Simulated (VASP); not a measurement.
# MgO (I4mm) in VASP: a series of runs

MgO is run at these levels: r2SCAN; tasks: single point.

Program: VASP 6.6.1. These are calculated values, not measurements. Logs are shortened: lines on timing, memory, paths and dates and some standing lists are left out, and cuts for length are marked.

### Step 1. The cell of the first run

The structure is tetragonal, space group I4mm (No. 107). The conventional cell has a = 3.020 Å, b = 3.020 Å, c = 4.270 Å, α = 90.00°, β = 90.00°, γ = 90.00°. Mg (site symmetry 4mm) has 6 O at 2.01 to 2.26 Å within 2.7 Å. Within 2.7 Å of O (site symmetry 4mm) lie 6 Mg at 2.01 to 2.26 Å.

### Step 2. Single point, r2SCAN (all Mg atoms moved +0.125 Å, as atom 1 along Cartesian [0 1 0])

The input, POSCAR:

```
MgO
1.0
    0.0000000000      2.1351500000      2.1351500000
    2.1351500000      0.0000000000      2.1351500000
    2.1351500000      2.1351500000      0.0000000000
Mg O
1 1
Direct
    0.0292719481     -0.0292719481      0.0292719481
    0.5000000000      0.5000000000      0.5000000000
```

The input, INCAR.step1:

```
PREC     = Accurate       # precision mode
ENCUT    = 750            # plane-wave cutoff, eV
ISMEAR   = 0              # smearing method
SIGMA    = 0.05           # smearing width, eV
LREAL    = F              # projectors in reciprocal space
LASPH    = T              # aspherical terms in the spheres
NELM     = 120            # most SCF steps
NBANDS   = 15             # bands
GGA      = PE             # functional
ALGO     = Normal         # electronic algorithm
EDIFF    = 1E-5           # SCF threshold, eV
LWAVE    = T              # write WAVECAR
LCHARG   = F              # write CHGCAR
GGA_COMPAT= F
```

The input, INCAR.step2:

```
PREC     = Accurate       # precision mode
ENCUT    = 750            # plane-wave cutoff, eV
EDIFF    = 1E-6           # SCF threshold, eV
ISMEAR   = 0              # smearing method
SIGMA    = 0.05           # smearing width, eV
LREAL    = F              # projectors in reciprocal space
LASPH    = T              # aspherical terms in the spheres
NELM     = 120            # most SCF steps
ALGO     = Normal         # electronic algorithm
ISIF     = 2              # what is computed and relaxed
LWAVE    = F              # write WAVECAR
LCHARG   = T              # write CHGCAR
METAGGA  = R2SCAN         # meta-GGA
LMIXTAU  = T            
LELF     = T              # ELF
LVHAR    = T            
NBANDS   = 15             # bands
ISTART   = 1            
GGA_COMPAT= F
```

The input, KPOINTS:

```
regular mesh
0
Gamma
  10 10 10
```

Potentials or basis: VASP PAW PBE potentials, release 64 (Mg_sv, O).

Started as:

```
$ cat potpaw_PBE.64/Mg_sv/POTCAR potpaw_PBE.64/O/POTCAR > POTCAR
$ cp INCAR.step1 INCAR
$ mpirun -np 1 vasp_std > vasp.out
$ cp INCAR.step2 INCAR
$ mpirun -np 1 vasp_std > vasp.out
```

OUTCAR:

```text
PREC = Accurate
   ENCUT = 750
   EDIFF = 1E-6
   ISMEAR = 0
   LREAL = F
   LASPH = T
   NELM = 120
   ISIF = 2
   METAGGA = R2SCAN
   ISTART = 1

 ion  position               nearest neighbor table
   1  0.029  0.971  0.029-   2 2.01
   2  0.500  0.500  0.500-   1 2.01

  LATTYP: Found a face centered cubic cell.
 ALAT       =     4.2703000000

  Lattice vectors:

 A1 = (   0.0000000000,   2.1351500000,   2.1351500000)
 A2 = (   2.1351500000,   0.0000000000,   2.1351500000)
 A3 = (   2.1351500000,   2.1351500000,   0.0000000000)

Analysis of symmetry for initial positions (statically):
=====================================================================
 Subroutine PRICEL returns:
 Original cell was already a primitive cell.

 Routine SETGRP: Setting up the symmetry group for a
 face centered cubic supercell.

 Subroutine GETGRP returns: Found  8 space group operations
 (whereof  8 operations were pure point group operations)
 out of a pool of 48 trial point group operations.

The static configuration has the point symmetry C_4v.

Analysis of symmetry for dynamics (positions and initial velocities):
=====================================================================
 Subroutine PRICEL returns:
 Original cell was already a primitive cell.

 Routine SETGRP: Setting up the symmetry group for a
 face centered cubic supercell.

 Subroutine GETGRP returns: Found  8 space group operations
 (whereof  8 operations were pure point group operations)
 out of a pool of 48 trial point group operations.

The dynamic configuration has the point symmetry C_4v.

 Subroutine INISYM returns: Found  8 space group operations
 (whereof  8 operations are pure point group operations),
 and found     1 'primitive' translations

----------------------------------------------------------------------------------------

                                     Primitive cell

  volume of cell :      19.4677

  direct lattice vectors                    reciprocal lattice vectors
     0.000000000  2.135150000  2.135150000    -0.234175585  0.234175585  0.234175585
     2.135150000  0.000000000  2.135150000     0.234175585 -0.234175585  0.234175585
     2.135150000  2.135150000  0.000000000     0.234175585  0.234175585 -0.234175585

  length of vectors
     3.019558088  3.019558088  3.019558088     0.405604011  0.405604011  0.405604011

  position of ions in fractional coordinates (direct lattice)
     0.029271948  0.970728052  0.029271948
     0.500000000  0.500000000  0.500000000

  ion indices of the primitive-cell ions
   primitive index   ion index
                 1           1
                 2           2

----------------------------------------------------------------------------------------

 KPOINTS: regular mesh

Automatic generation of k-mesh.
 Grid dimensions read from file:
 generate k-points for:   10   10   10

 Generating k-lattice:

  Cartesian coordinates                     Fractional coordinates (reciprocal lattice)
    -0.023417558  0.023417558  0.023417558     0.100000000  0.000000000  0.000000000
     0.023417558 -0.023417558  0.023417558     0.000000000  0.100000000  0.000000000
     0.023417558  0.023417558 -0.023417558     0.000000000  0.000000000  0.100000000

  Length of vectors
     0.040560401  0.040560401  0.040560401

  Shift w.r.t. Gamma in fractional coordinates (k-lattice)
     0.000000000  0.000000000  0.000000000

 Subroutine IBZKPT returns following result:
 ===========================================

 Found    102 irreducible k-points:

 Following reciprocal coordinates:
            Coordinates               Weight
  0.000000  0.000000  0.000000      1.000000
  0.100000  0.000000  0.000000      8.000000
  0.200000  0.000000  0.000000      8.000000
  0.300000  0.000000  0.000000      8.000000
  0.400000  0.000000  0.000000      8.000000
  0.500000  0.000000  0.000000      4.000000
[... 16 lines left out ...]
 -0.100000  0.100000  0.000000      8.000000
  0.100000  0.000000 -0.100000      4.000000
 [... further k-points ...]
   k-points           NKPTS =    102   k-points in BZ     NKDIM =    102   number of bands    NBANDS=     15
   number of dos      NEDOS =    301   number of ions     NIONS =      2
   total plane-waves  NPLWV =  21952
   dimension x,y,z NGX =    28 NGY =   28 NGZ =   28
   dimension x,y,z NGXF=    56 NGYF=   56 NGZF=   56
   ions per type =               1   1
   NGX,Y,Z   is equivalent  to a cutoff of  15.42, 15.42, 15.42 a.u.
   NGXF,Y,Z  is equivalent  to a cutoff of  30.83, 30.83, 30.83 a.u.
 SYSTEM =  unknown system
   PREC   = accura    normal or accurate (medium, high low for compatibility)
   ISTART =      1    job   : 0-new  1-cont  2-samecut
   ICHARG =      0    charge: 1-file 2-atom 10-const
   ISPIN  =      1    spin polarized calculation?
   LNONCOLLINEAR =      F non collinear calculations
   LSORBIT =      F    spin-orbit coupling
   LASPH  =      T    aspherical Exc in radial PAW
   ENCUT  =  750.0 eV  55.12 Ry    7.42 a.u.   6.74  6.74  6.74*2*pi/ulx,y,z
   NELM   =    120;   NELMIN=  2; NELMDL=  0     # of ELM steps
   EDIFF  = 0.1E-05   stopping-criterion for ELM
   LREAL  =      F    real-space projection
   EDIFFG = 0.1E-04   stopping-criterion for IOM
   NSW    =      0    number of steps for IOM
   IBRION =     -1    ionic relax: 0-MD 1-quasi-New 2-CG
   NFREE  =      0    steps in history (QN), initial steepest desc. (CG)
   ISIF   =      2    stress and relaxation
   ISYM   =      2    0-nonsym 1-usesym 2-fastsym
   POTIM  = 0.5000    time-step for ionic-motion
   TEBEG  =    0.0;   TEEND  =   0.0 temperature during run
   PSTRESS=    0.0 pullay stress
   NELECT =      16.0000    total number of electrons
   NUPDOWN=      -1.0000    fix difference up-down
   EMIN   =  10.00;   EMAX   =-10.00  energy-range for DOS
   EFERMI =   0.00;   METHOD = LEGACY
   ISMEAR =     0;   SIGMA  =   0.05  broadening in eV -4-tet -1-fermi 0-gaus
   EFERMI_NEDOS =   21; number of points for ismear=-14 and -15
   IALGO  =     38    algorithm
   IMIX   =      4    mixing-type and parameters
     AMIX     =   0.40;   BMIX     =  1.00
     AMIX_MAG =   1.60;   BMIX_MAG =  1.00
  volume/ion in A,a.u.               =       9.73        65.69
  Fermi-wavevector in a.u.,A,eV,Ry     =   1.533474  2.897846 31.994681  2.351543
  Thomas-Fermi vector in A             =   2.640536
   LORBIT       =      0    0 simple, 1 ext, 2 COOP (PROOUT), +10 PAW based schemes
   METAGGA = R2SCAN    functional components
   LHFCALC =     F    Hartree Fock is set to
   AEXX    =    0.0000 exact exchange contribution
   IVDW    =     0    specifies the selected vdW correction
   LEPSILON=     F    determine dielectric tensor
   LRPA    =     F    only Hartree local field effects (RPA)
 non-spin polarized calculation
 Gauss-broadening in eV      SIGMA  =   0.05
  energy-cutoff  :      750.00
  volume of cell :       19.47
 maximum number of plane-waves:       934
   NGX = 13   NGY = 13   NGZ = 13

 number of electron      16.0000006 magnetization

 Free energy of the ion-electron system (eV)
  ---------------------------------------------------
  ext. energy  EPLUGINS =         0.00000000
  ---------------------------------------------------
  free energy    TOTEN  =       -16.10924544 eV

  energy without entropy =      -16.10924544  energy(sigma->0) =      -16.10924544

 E-fermi :   2.6114     XC(G=0): -11.8063

 val. band max:        2.2118195009   @ k =   0.0000   0.0000   0.0000
 cond. band min:       7.4539129439   @ k =   0.0000   0.0000   0.0000
 fundamental gap:      5.2420934430
 Fermi energy:         2.6113738037

 k-point     1 :       0.0000    0.0000    0.0000
  band No.  band energies     occupation
      1     -72.8861      2.00000
      2     -37.9813      2.00000
      3     -37.9813      2.00000
      4     -37.9804      2.00000
      5     -15.7662      2.00000
      6       2.1899      2.00000
      7       2.2118      2.00000
      8       2.2118      2.00000
      9       7.4539      0.00000
     10      18.8705      0.00000
     11      18.8981      0.00000
     12      18.8981      0.00000
     13      22.7890      0.00000
     14      24.6285      0.00000
     15      24.6701      0.00000

 k-point     2 :       0.1000    0.0000    0.0000
  band No.  band energies     occupation
      1     -72.8856      2.00000
      2     -37.9882      2.00000
      3     -37.9823      2.00000
      4     -37.9816      2.00000
      5     -15.6679      2.00000
      6       1.5887      2.00000
      7       2.1395      2.00000
      8       2.1484      2.00000
      9       8.0650      0.00000
     10      17.6191      0.00000
     11      19.1195      0.00000
     12      19.1305      0.00000
     13      23.8756      0.00000
     14      23.9110      0.00000
     15      24.4735      0.00000

 k-point     3 :       0.2000    0.0000    0.0000
  band No.  band energies     occupation
      1     -72.8839      2.00000
      2     -38.0063      2.00000
      3     -37.9841      2.00000
      4     -37.9833      2.00000
      5     -15.3992      2.00000
      6       0.3274      2.00000
      7       1.9784      2.00000
      8       1.9874      2.00000
      9       9.2777      0.00000
     10      16.0755      0.00000
     11      19.5650      0.00000
     12      19.5838      0.00000
     13      23.1836      0.00000
     14      23.2526      0.00000
     15      25.4172      0.00000
[... 343 lines left out ...]
 k-point    23 :      -0.1000    0.1000    0.0000
  band No.  band energies     occupation
      1     -72.8846      2.00000
      2     -37.9969      2.00000
      3     -37.9862      2.00000
      4     -37.9817      2.00000
      5     -15.5137      2.00000
      6       0.9051      2.00000
      7       1.8952      2.00000
      8       2.0949      2.00000
      9       8.8595      0.00000
     10      16.5425      0.00000
     11      19.2322      0.00000
     12      19.5634      0.00000
     13      22.5916      0.00000
     14      24.0136      0.00000
     15      25.9440      0.00000

 k-point    24 :       0.1000    0.0000   -0.1000
  band No.  band energies     occupation
      1     -72.8846      2.00000
      2     -37.9972      2.00000
      3     -37.9852      2.00000
      4     -37.9823      2.00000
      5     -15.5139      2.00000
      6       0.9014      2.00000
      7       1.8902      2.00000
      8       2.1024      2.00000
      9       8.8709      0.00000
     10      16.5257      0.00000
     11      19.2536      0.00000
     12      19.5480      0.00000
     13      22.5058      0.00000
     14      24.0207      0.00000
     15      26.0528      0.00000

 [... further k-points ...]
[... 5 lines left out ...]
  --------------------------------------------------------------------------------------
  -------------------------------------------------------------------------------------
  Total       -0.9200222     -0.3176484     -0.9200222     -0.0000000      0.0000000      0.0000000
  in kB      -75.7170522    -26.1422007    -75.7170522     -0.0000000      0.0000000      0.0000000
  external PRESSURE =     -59.1921017 kB  Pullay stress =       0.0000000 kB

 VOLUME and BASIS-vectors are now :
 -----------------------------------------------------------------------------
  energy-cutoff  :      750.00
  volume of cell :       19.47
      direct lattice vectors                 reciprocal lattice vectors
     0.000000000  2.135150000  2.135150000    -0.234175585  0.234175585  0.234175585
     2.135150000  0.000000000  2.135150000     0.234175585 -0.234175585  0.234175585
     2.135150000  2.135150000  0.000000000     0.234175585  0.234175585 -0.234175585

 POSITION                                       TOTAL-FORCE (eV/Angst)
 -----------------------------------------------------------------------------------
      2.13515      0.12500      2.13515         0.000000     -0.634803      0.000000
      2.13515      2.13515      2.13515         0.000000      0.634803      0.000000
 -----------------------------------------------------------------------------------
    total drift:                                0.000000      0.016329      0.000000

  FREE ENERGIE OF THE ION-ELECTRON SYSTEM (eV)
  ---------------------------------------------------
  free  energy   TOTEN  =       -16.1092454406 eV

  energy  without entropy=      -16.1092454406  energy(sigma->0) =      -16.10924544
```

It took 4.7 min on 1 thread of Intel Xeon Platinum 8175M at 2.50GHz (Skylake/Cascade Lake), shared host; peak memory 0.19 GiB.

What came out:

```yaml
Free_energy: -16.1092 eV
Pressure: -5.9 GPa
Largest_force: 0.635 eV/Å
Band_gap_on_the_k_mesh: 5.24 eV
```

Forces in eV/Å, atoms in the order of the input:
```
Mg   0.000 -0.635  0.000
O    0.000  0.635  0.000
```

Levels at points of the mesh, in eV from the valence-band top:
| k point | band 4 | band 5 | band 6 | band 7 | band 8 | band 9 | band 10 | band 11 | band 12 | band 13 |
| --- | --- | --- | --- | --- | --- | --- | --- | --- | --- | --- |
| (0.00, 0.00, 0.00) | -40.19 | -17.98 | -0.02 | 0.00 | 0.00 | 5.24 | 16.66 | 16.69 | 16.69 | 20.58 |
| (0.50, 0.00, 0.00) | -40.20 | -16.81 | -4.40 | -0.63 | -0.62 | 8.57 | 13.30 | 17.07 | 17.14 | 21.83 |
| (0.50, 0.50, 0.00) | -40.22 | -16.61 | -3.90 | -1.31 | -1.30 | 10.03 | 10.64 | 13.88 | 19.80 | 19.93 |
| (0.50, 0.00, 0.50) | -40.22 | -16.61 | -3.88 | -1.30 | -1.30 | 9.99 | 10.61 | 13.88 | 19.84 | 19.84 |

Caveat: the cell differs from its parent crystal (all Mg atoms moved +0.125 Å, as atom 1 along Cartesian [0 1 0]); the cell stands under tension; the PAW data sets were made with another functional, which shifts forces and pressure a little.

### Step 3. Single point, r2SCAN (all Mg atoms moved +0.062 Å, as atom 1 along Cartesian [0 1 0])

Edit POSCAR of step 2 so:

```diff
@@ -8,3 +8,3 @@
 Direct
-    0.0292719481     -0.0292719481      0.0292719481
+    0.0146359741     -0.0146359741      0.0146359741
     0.5000000000      0.5000000000      0.5000000000
```

The input, INCAR.step1:

```
ALGO = Normal
EDIFF = 1E-5
ENCUT = 750
GGA = PE
GGA_COMPAT = F
ISMEAR = 0
LASPH = T
LCHARG = F
LREAL = F
LWAVE = T
NBANDS = 15
NELM = 120
PREC = Accurate
SIGMA = 0.05
```

The input, INCAR.step2:

```
ALGO = Normal
EDIFF = 1E-6
ENCUT = 750
GGA_COMPAT = F
ISIF = 2
ISMEAR = 0
ISTART = 1
LASPH = T
LCHARG = F
LMIXTAU = T
LREAL = F
LWAVE = F
METAGGA = R2SCAN
NBANDS = 15
NELM = 120
PREC = Accurate
SIGMA = 0.05
```

The input, KPOINTS:

```
k-points
0
Gamma
  10 10 10
```

Potentials or basis: VASP PAW PBE potentials, release 64 (Mg_sv, O).

Started as:

```
$ cat potpaw_PBE.64/Mg_sv/POTCAR potpaw_PBE.64/O/POTCAR > POTCAR
$ cp INCAR.step1 INCAR
$ mpirun -np 1 vasp_std > vasp.out
$ cp INCAR.step2 INCAR
$ mpirun -np 1 vasp_std > vasp.out
```

It took 4.5 min on 1 thread of Intel Xeon Platinum 8375C at 2.90GHz (Ice Lake), shared host; peak memory 0.19 GiB.

Results (log left out):

```yaml
Free_energy: -16.1387 eV
Pressure: -6.8 GPa
Largest_force: 0.275 eV/Å
Band_gap_on_the_k_mesh: 5.24 eV
```

Forces in eV/Å, atoms in the order of the input:
```
Mg   0.000 -0.275  0.000
O    0.000  0.275  0.000
```

Stress tensor (GPa, compression positive):
```
-7.19  0.00  0.00
 0.00 -6.18  0.00
 0.00  0.00 -7.19
```

Levels at points of the mesh, in eV from the valence-band top:
| k point | band 6 | band 7 | band 8 | band 9 | band 10 | band 11 |
| --- | --- | --- | --- | --- | --- | --- |
| (0.00, 0.00, 0.00) | -0.01 | 0.00 | 0.00 | 5.24 | 16.63 | 16.63 |
| (0.50, 0.00, 0.00) | -4.41 | -0.63 | -0.63 | 8.56 | 13.34 | 17.08 |
| (0.50, 0.50, 0.00) | -3.91 | -1.31 | -1.31 | 9.99 | 10.69 | 13.86 |
| (0.50, 0.00, 0.50) | -3.90 | -1.31 | -1.31 | 9.98 | 10.69 | 13.87 |

Caveat: the cell differs from its parent crystal (all Mg atoms moved +0.062 Å, as atom 1 along Cartesian [0 1 0]); the cell stands under tension; the PAW data sets were made with another functional, which shifts forces and pressure a little.
